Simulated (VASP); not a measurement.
# MoS2 in VASP: notebook

The runs below take MoS2 through single point, with PBEsol+U, LDA, PBE.

All numbers are computed with VASP 6.6.1; they aren't measurements. Logs are shortened: lines on timing, memory, paths and dates and some standing lists are left out, and cuts for length are marked.

## (1) The cell of the first run

The cell holds a slab with vacuum, 9 atoms: a = 3.200 Å, b = 3.200 Å, c = 27.873 Å, α = 90.00°, β = 90.00°, γ = 120.00°.

## (2) Single point, PBEsol+U

File INCAR:

```
SYSTEM = MoS2
  ALGO = Normal
  EDIFF = 1E-6
  ENCUT = 520
  GGA = PS
  ISIF = 2
  ISMEAR = -1
  LASPH = .True.
  LCHARG = .False.
  LDAU = .True.
  LDAUJ = 0 0
  LDAUL = 2 -1
  LDAUPRINT = 1
  LDAUTYPE = 2
  LDAUU = 8 0
  LMAXMIX = 4
  LREAL = .False.
  LWAVE = .False.
  NBANDS = 49
  NELM = 150
  PREC = Accurate
  SIGMA = 0.05
```

File KPOINTS:

```
k-points
0
Gamma
  10 10 1
  0 0 0
```

File POSCAR:

```
MoS2
1.0
    3.2003821196      0.0000000000      0.0000000000
   -1.6001910598      2.7716122174      0.0000000000
    0.0000000000      0.0000000000     27.8733103394
Mo S
3 6
Direct
    0.3333333333      0.6666666667      0.2215204855
    0.3333333333      0.6666666667      0.7784795145
    0.6666666667      0.3333333333      0.0000000000
    0.6666666667      0.3333333333      0.1664501649
    0.6666666667      0.3333333333      0.7234568663
    0.3333333333      0.6666666667      0.9449384567
    0.6666666667      0.3333333333      0.2765431337
    0.6666666667      0.3333333333      0.8335498351
    0.3333333333      0.6666666667      0.0550615433
```

Potentials or basis: VASP PAW PBE potentials, release 64 (Mo_sv, S).

Command:

```
$ cat potpaw_PBE.64/Mo_sv/POTCAR potpaw_PBE.64/S/POTCAR > POTCAR
$ mpirun -np 1 vasp_std > vasp.out
```

OUTCAR:

```text
SYSTEM = MoS2
   EDIFF = 1E-6
   ENCUT = 520
   GGA = PS
   ISIF = 2
   ISMEAR = -1
   LASPH = .True.
   LREAL = .False.
   NELM = 150
   PREC = Accurate

 ion  position               nearest neighbor table
   1  0.333  0.667  0.222-   7 2.40   7 2.40   7 2.40   4 2.40   4 2.40   4 2.40
   2  0.333  0.667  0.778-   5 2.40   5 2.40   5 2.40   8 2.40   8 2.40   8 2.40
   3  0.667  0.333  0.000-   6 2.40   9 2.40   6 2.40   9 2.40   6 2.40   9 2.40
   4  0.667  0.333  0.166-   1 2.40   1 2.40   1 2.40
   5  0.667  0.333  0.723-   2 2.40   2 2.40   2 2.40
   6  0.333  0.667  0.945-   3 2.40   3 2.40   3 2.40
   7  0.667  0.333  0.277-   1 2.40   1 2.40   1 2.40
   8  0.667  0.333  0.834-   2 2.40   2 2.40   2 2.40
   9  0.333  0.667  0.055-   3 2.40   3 2.40   3 2.40

  LATTYP: Found a hexagonal cell.
 ALAT       =     3.2003821196
 C/A-ratio  =     8.7093694746

  Lattice vectors:

 A1 = (   3.2003821196,   0.0000000000,   0.0000000000)
 A2 = (  -1.6001910598,   2.7716122174,   0.0000000000)
 A3 = (   0.0000000000,   0.0000000000,  27.8733103394)

Analysis of symmetry for initial positions (statically):
=====================================================================
 Subroutine PRICEL returns:
 Original cell was already a primitive cell.

 Routine SETGRP: Setting up the symmetry group for a
 hexagonal supercell.

 Subroutine GETGRP returns: Found 12 space group operations
 (whereof 12 operations were pure point group operations)
 out of a pool of 24 trial point group operations.

The static configuration has the point symmetry D_3h.

Analysis of symmetry for dynamics (positions and initial velocities):
=====================================================================
 Subroutine PRICEL returns:
 Original cell was already a primitive cell.

 Routine SETGRP: Setting up the symmetry group for a
 hexagonal supercell.

 Subroutine GETGRP returns: Found 12 space group operations
 (whereof 12 operations were pure point group operations)
 out of a pool of 24 trial point group operations.

The dynamic configuration has the point symmetry D_3h.

 Subroutine INISYM returns: Found 12 space group operations
 (whereof 12 operations are pure point group operations),
 and found     1 'primitive' translations

----------------------------------------------------------------------------------------

                                     Primitive cell

  volume of cell :     247.2423

  direct lattice vectors                    reciprocal lattice vectors
     3.200382120  0.000000000  0.000000000     0.312462688  0.180400417  0.000000000
    -1.600191060  2.771612217  0.000000000     0.000000000  0.360800834  0.000000000
     0.000000000  0.000000000 27.873310339     0.000000000  0.000000000  0.035876614

  length of vectors
     3.200382120  3.200382120 27.873310339     0.360800834  0.360800834  0.035876614

  position of ions in fractional coordinates (direct lattice)
     0.333333333  0.666666667  0.221520486
     0.333333333  0.666666667  0.778479514
     0.666666667  0.333333333  0.000000000
     0.666666667  0.333333333  0.166450165
     0.666666667  0.333333333  0.723456866
     0.333333333  0.666666667  0.944938457
     0.666666667  0.333333333  0.276543134
     0.666666667  0.333333333  0.833549835
     0.333333333  0.666666667  0.055061543

  ion indices of the primitive-cell ions
   primitive index   ion index
[... 49 lines left out ...]
  0.300000  0.200000  0.000000     12.000000
  0.400000  0.200000  0.000000      6.000000
  0.300000  0.300000  0.000000      6.000000
   k-points           NKPTS =     14   k-points in BZ     NKDIM =     14   number of bands    NBANDS=     49
   number of dos      NEDOS =    301   number of ions     NIONS =      9
   total plane-waves  NPLWV = 120960
   dimension x,y,z NGX =    24 NGY =   24 NGZ =  210
   dimension x,y,z NGXF=    48 NGYF=   48 NGZF=  420
   ions per type =               3   6
   NGX,Y,Z   is equivalent  to a cutoff of  12.47, 12.47, 12.53 a.u.
   NGXF,Y,Z  is equivalent  to a cutoff of  24.93, 24.93, 25.05 a.u.
 SYSTEM =  MoS2
   PREC   = accura    normal or accurate (medium, high low for compatibility)
   ISTART =      0    job   : 0-new  1-cont  2-samecut
   ICHARG =      2    charge: 1-file 2-atom 10-const
   ISPIN  =      1    spin polarized calculation?
   LNONCOLLINEAR =      F non collinear calculations
   LSORBIT =      F    spin-orbit coupling
   LASPH  =      T    aspherical Exc in radial PAW
   ENCUT  =  520.0 eV  38.22 Ry    6.18 a.u.   5.95  5.95 51.83*2*pi/ulx,y,z
   NELM   =    150;   NELMIN=  2; NELMDL= -5     # of ELM steps
   EDIFF  = 0.1E-05   stopping-criterion for ELM
   LREAL  =      F    real-space projection
   EDIFFG = 0.1E-04   stopping-criterion for IOM
   NSW    =      0    number of steps for IOM
   IBRION =     -1    ionic relax: 0-MD 1-quasi-New 2-CG
   NFREE  =      0    steps in history (QN), initial steepest desc. (CG)
   ISIF   =      2    stress and relaxation
   ISYM   =      2    0-nonsym 1-usesym 2-fastsym
   POTIM  = 0.5000    time-step for ionic-motion
   TEBEG  =    0.0;   TEEND  =   0.0 temperature during run
   PSTRESS=    0.0 pullay stress
   NELECT =      78.0000    total number of electrons
   NUPDOWN=      -1.0000    fix difference up-down
   EMIN   =  10.00;   EMAX   =-10.00  energy-range for DOS
   EFERMI =   0.00;   METHOD = LEGACY
   ISMEAR =    -1;   SIGMA  =   0.05  broadening in eV -4-tet -1-fermi 0-gaus
   EFERMI_NEDOS =   21; number of points for ismear=-14 and -15
   IALGO  =     38    algorithm
   IMIX   =      4    mixing-type and parameters
     AMIX     =   0.40;   BMIX     =  1.00
     AMIX_MAG =   1.60;   BMIX_MAG =  1.00
  volume/ion in A,a.u.               =      27.47       185.39
  Fermi-wavevector in a.u.,A,eV,Ry     =   1.114462  2.106029 16.898795  1.242026
  Thomas-Fermi vector in A             =   2.251058
   LORBIT       =      0    0 simple, 1 ext, 2 COOP (PROOUT), +10 PAW based schemes
 LDA+U is selected, type is set to LDAUTYPE =  2
   angular momentum for each species LDAUL =     2   -1
   U (eV)           for each species LDAUU =   8.0  0.0
   J (eV)           for each species LDAUJ =   0.0  0.0
   GGA     = PS    functional components
   LHFCALC =     F    Hartree Fock is set to
   AEXX    =    0.0000 exact exchange contribution
   IVDW    =     0    specifies the selected vdW correction
   LEPSILON=     F    determine dielectric tensor
   LRPA    =     F    only Hartree local field effects (RPA)
 non-spin polarized calculation
  energy-cutoff  :      520.00
  volume of cell :      247.24
 maximum number of plane-waves:      6712
 NGX is ok and might be reduce to    24
   NGX = 11   NGY = 11   NGZ =103

atom =   1  type =  1  l = 2

 onsite density matrix

spin component  1
[... 83 lines left out ...]
  o =  0.3619  v =  0.0000 -0.0000  0.0000 -1.0000  0.0000  0.0000  0.0000  0.0000  0.0000  0.0000      0.0000  0.0000  0.0000  0.0000  0.0000  0.0000  0.0000  0.0000  0.0000  0.0000
  o =  0.3619  v =  0.0000  0.0000  0.0000  0.0000  0.0000  0.0000 -0.0000  0.0000 -1.0000  0.0000      0.0000  0.0000  0.0000  0.0000  0.0000  0.0000  0.0000  0.0000  0.0000  0.0000
  o =  0.3619  v =  0.0000 -1.0000 -0.0000  0.0000 -0.0000  0.0000  0.0000  0.0000  0.0000  0.0000      0.0000  0.0000  0.0000  0.0000  0.0000  0.0000  0.0000  0.0000  0.0000  0.0000
  o =  0.3619  v =  0.0000  0.0000  0.0000  0.0000  0.0000  0.0000 -1.0000 -0.0000  0.0000 -0.0000      0.0000  0.0000  0.0000  0.0000  0.0000  0.0000  0.0000  0.0000  0.0000  0.0000
  o =  0.3632  v =  1.0000  0.0000  0.0000  0.0000  0.0000  0.0000  0.0000  0.0000  0.0000  0.0000      0.0000  0.0000  0.0000  0.0000  0.0000  0.0000  0.0000  0.0000  0.0000  0.0000
  o =  0.3632  v =  0.0000  0.0000  0.0000  0.0000  0.0000  1.0000  0.0000  0.0000  0.0000  0.0000      0.0000  0.0000  0.0000  0.0000  0.0000  0.0000  0.0000  0.0000  0.0000  0.0000
  o =  0.3632  v =  0.0000  0.0000  0.0000  0.0000  0.0000  0.0000  0.0000  0.0000  0.0000 -1.0000      0.0000  0.0000  0.0000  0.0000  0.0000  0.0000  0.0000  0.0000  0.0000  0.0000
  o =  0.3632  v =  0.0000  0.0000  0.0000  0.0000 -1.0000  0.0000  0.0000  0.0000  0.0000  0.0000      0.0000  0.0000  0.0000  0.0000  0.0000  0.0000  0.0000  0.0000  0.0000  0.0000
  o =  0.4567  v =  0.0000  0.0000  0.0000  0.0000  0.0000  0.0000  0.0000 -1.0000  0.0000 -0.0000      0.0000  0.0000  0.0000  0.0000  0.0000  0.0000  0.0000  0.0000  0.0000  0.0000
  o =  0.4567  v =  0.0000  0.0000 -1.0000  0.0000 -0.0000  0.0000  0.0000  0.0000  0.0000  0.0000      0.0000  0.0000  0.0000  0.0000  0.0000  0.0000  0.0000  0.0000  0.0000  0.0000

 number of electron      78.0000004 magnetization

 Free energy of the ion-electron system (eV)
  ---------------------------------------------------
  ext. energy  EPLUGINS =         0.00000000
  ---------------------------------------------------
  free energy    TOTEN  =       -41.68950454 eV

  energy without entropy =      -41.68949502  energy(sigma->0) =      -41.68949978

 E-fermi :   3.2881     XC(G=0):  -7.5273

 val. band max:        2.9017808372   @ k =   0.0000   0.0000   0.0000
 cond. band min:       3.7981224551   @ k =   0.3000   0.3000   0.0000
 fundamental gap:      0.8963416179
 Fermi energy:         3.2881471918

 k-point     1 :       0.0000    0.0000    0.0000
  band No.  band energies     occupation
      1     -59.2325      2.00000
      2     -59.2311      2.00000
      3     -59.2311      2.00000
      4     -33.2728      2.00000
      5     -33.2728      2.00000
      6     -33.2728      2.00000
[... 717 lines left out ...]
     48       6.1160      0.00000
     49       7.2430      0.00000

------------------------ aborting loop because EDIFF is reached ----------------------------------------

  FORCE on cell =-STRESS in cart. coord.  units (eV):
  Direction    XX          YY          ZZ          XY          YZ          ZX
  --------------------------------------------------------------------------------------
  -------------------------------------------------------------------------------------
  Total        0.8070033      0.8070033      6.4708539      0.0000000      0.0000000      0.0000000
  in kB        5.2295348      5.2295348     41.9323618      0.0000000      0.0000000      0.0000000
  external PRESSURE =      17.4638104 kB  Pullay stress =       0.0000000 kB

 VOLUME and BASIS-vectors are now :
 -----------------------------------------------------------------------------
  energy-cutoff  :      520.00
  volume of cell :      247.24
      direct lattice vectors                 reciprocal lattice vectors
     3.200382120  0.000000000  0.000000000     0.312462688  0.180400417  0.000000000
    -1.600191060  2.771612217  0.000000000     0.000000000  0.360800834  0.000000000
     0.000000000  0.000000000 27.873310339     0.000000000  0.000000000  0.035876614

 POSITION                                       TOTAL-FORCE (eV/Angst)
 -----------------------------------------------------------------------------------
     -0.00000      1.84774      6.17451         0.000000     -0.000000      0.002712
     -0.00000      1.84774     21.69880         0.000000     -0.000000     -0.002712
      1.60019      0.92387      0.00000         0.000000      0.000000      0.000000
      1.60019      0.92387      4.63952        -0.000000     -0.000000     -0.684071
      1.60019      0.92387     20.16514        -0.000000     -0.000000     -0.697331
     -0.00000      1.84774     26.33856        -0.000000      0.000000     -0.684786
      1.60019      0.92387      7.70817        -0.000000     -0.000000      0.697331
      1.60019      0.92387     23.23379        -0.000000     -0.000000      0.684071
     -0.00000      1.84774      1.53475        -0.000000      0.000000      0.684786
 -----------------------------------------------------------------------------------
    total drift:                                0.000000     -0.000000      0.000000

  FREE ENERGIE OF THE ION-ELECTRON SYSTEM (eV)
  ---------------------------------------------------
  free  energy   TOTEN  =       -41.6895045353 eV

  energy  without entropy=      -41.6894950210  energy(sigma->0) =      -41.68949978
```

Wall time 3.6 min (1 thread of Intel Xeon 6975P-C (Granite Rapids), shared host); peak memory 0.4 GiB.

What came out:

```
Free energy            : -41.6895 eV
Largest force          : 0.697 eV/Å
Band gap on the k mesh : 0.90 eV, indirect (least direct gap 1.44 eV)
```

Forces in eV/Å, atoms in the order of the input:
```
Mo   0.000  0.000  0.003
Mo   0.000  0.000 -0.003
Mo   0.000  0.000  0.000
S    0.000  0.000 -0.684
S    0.000  0.000 -0.697
S    0.000  0.000 -0.685
S    0.000  0.000  0.697
S    0.000  0.000  0.684
S    0.000  0.000  0.685
```

Levels at points of the mesh, in eV from the valence-band top:
```tsv
k point	band 36	band 37	band 38	band 39	band 40	band 41	band 42	band 43
(0.00, 0.00, 0.00)	-1.51	-0.80	-0.29	0.00	2.32	2.32	2.33	2.33
(0.50, 0.00, 0.00)	-1.59	-1.38	-1.32	-1.28	1.87	1.89	1.90	2.01
```

Eigenvalues of the final occupation matrices:
| site | spin | trace | eigenvalues |
| --- | --- | --- | --- |
| site 1 d | 1 | 1.91 | 0.36 0.36 0.36 0.36 0.46 |
| site 1 d | 2 | 1.91 | 0.36 0.36 0.36 0.36 0.46 |
| site 2 d | 1 | 1.91 | 0.36 0.36 0.36 0.36 0.46 |
| site 2 d | 2 | 1.91 | 0.36 0.36 0.36 0.36 0.46 |
| site 3 d | 1 | 1.91 | 0.36 0.36 0.36 0.36 0.46 |
| site 3 d | 2 | 1.91 | 0.36 0.36 0.36 0.36 0.46 |

Caveat: the PAW data sets were made with another functional, which shifts forces and pressure a little.

## (3) Single point, LDA

This run uses another cell than the first one, of 25.92 Å³/atom, 0.943 times its volume.

File INCAR:

```
SYSTEM = MoS2
ALGO = Normal ; EDIFF = 1E-6
ENCUT = 520 ; ISIF = 2
ISMEAR = -1 ; LASPH = .True.
LCHARG = .False. ; LREAL = .False.
LWAVE = .False. ; NBANDS = 49
NELM = 100 ; PREC = Accurate
SIGMA = 0.05
```

KPOINTS is that of step 2.

File POSCAR:

```
MoS2
1.0
    3.1215958539      0.0000000000      0.0000000000
   -1.5607979269      2.7033813098      0.0000000000
    0.0000000000      0.0000000000     27.6389754244
Mo S
3 6
Direct
    0.3333333333      0.6666666667      0.2182901576
    0.3333333333      0.6666666667      0.7817098424
    0.6666666667      0.3333333333      0.0000000000
    0.6666666667      0.3333333333      0.1620377613
    0.6666666667      0.3333333333      0.7255679345
    0.3333333333      0.6666666667      0.9437685451
    0.6666666667      0.3333333333      0.2744320655
    0.6666666667      0.3333333333      0.8379622387
    0.3333333333      0.6666666667      0.0562314549
```

Potentials or basis: VASP PAW LDA potentials, release 64 (Mo_sv, S).

Command:

```
$ cat potpaw_LDA.64/Mo_sv/POTCAR potpaw_LDA.64/S/POTCAR > POTCAR
$ mpirun -np 1 vasp_std > vasp.out
```

Wall time 3 min (1 thread of AMD EPYC 9R14 (Zen 4), shared host); peak memory 0.3 GiB.

Results (log left out):

| Property | Result |
| --- | --- |
| Free energy | -73.3259 eV |
| Largest force | 0.019 eV/Å |
| Band gap on the k mesh | 1.01 eV, indirect (least direct gap 2.02 eV) |

Forces in eV/Å, atoms in the order of the input:
```
Mo   0.000  0.000  0.001
Mo   0.000  0.000 -0.001
Mo   0.000  0.000  0.000
S    0.000  0.000 -0.016
S    0.000  0.000 -0.018
S    0.000  0.000 -0.019
S    0.000  0.000  0.018
S    0.000  0.000  0.016
S    0.000  0.000  0.019
```

Levels at points of the mesh, in eV from the valence-band top:
```csv
k point,band 37,band 38,band 39,band 40,band 41,band 42
"(0.00, 0.00, 0.00)",-1.05,-0.35,0.00,2.25,2.25,2.27
"(0.50, 0.00, 0.00)",-1.38,-1.32,-1.29,1.78,1.81,1.82
```

## (4) Single point, PBE

This run uses another cell than the first one, of 27.69 Å³/atom, 1.008 times its volume.

File INCAR:

```
PREC = Accurate
ENCUT = 520
EDIFF = 1E-6
ISMEAR = -1
SIGMA = 0.05
LREAL = False
LASPH = True
NELM = 80
ALGO = Normal
ISIF = 2
LWAVE = False
LCHARG = True
GGA = PE
LELF = True
LVHAR = True
NBANDS = 49
```

File KPOINTS:

```
regular mesh
0
Gamma
  7 7 1
```

File POSCAR:

```
MoS2
1.0
    3.1840155185     -0.0159200776      0.0000000000
   -1.6057949508      2.7653983638      0.0000000000
    0.0000000000      0.0000000000     28.3873198000
Mo S
3 6
Direct
    0.3330693455      0.6666600942      0.2599951546
    0.3330693455      0.6666600942      0.7400048454
    0.6678406940      0.3333624692      0.0000000000
    0.6654330706      0.3333028036      0.2049376010
    0.6654332471      0.3333027393      0.6849501494
    0.3354773231      0.6667197949      0.9449433562
    0.6654332471      0.3333027393      0.3150498506
    0.6654330706      0.3333028036      0.7950623990
    0.3354773231      0.6667197949      0.0550566438
```

Potentials or basis: VASP PAW PBE potentials, release 64 (Mo_sv, S).

Command:

```
$ cat potpaw_PBE.64/Mo_sv/POTCAR potpaw_PBE.64/S/POTCAR > POTCAR
$ mpirun -np 1 vasp_std > vasp.out
```

It took 5.7 min on 1 thread of Intel Xeon Platinum 8375C at 2.90GHz (Ice Lake), shared host; peak memory 0.48 GiB.

The run converged. Its results:

```yaml
Free_energy: -65.5651 eV
Largest_force: 0.012 eV/Å
Band_gap_on_the_k_mesh: 1.74 eV, indirect (least direct gap 2.10 eV)
```

Forces in eV/Å, atoms in the order of the input:
```
Mo   0.000  0.000  0.000
Mo   0.000  0.000  0.000
Mo   0.000  0.000  0.000
S    0.000  0.000  0.012
S    0.000  0.000  0.012
S    0.000  0.000  0.012
S    0.000  0.000 -0.012
S    0.000  0.000 -0.012
S    0.000  0.000 -0.012
```

Levels at points of the mesh, in eV from the valence-band top:
```csv
k point,band 36,band 37,band 38,band 39,band 40,band 41,band 42,band 43
"(0.00, 0.00, 0.00)",-1.62,-0.28,-0.14,0.00,2.58,2.58,2.58,2.63
```

(Part 1 of 2 ends here.)
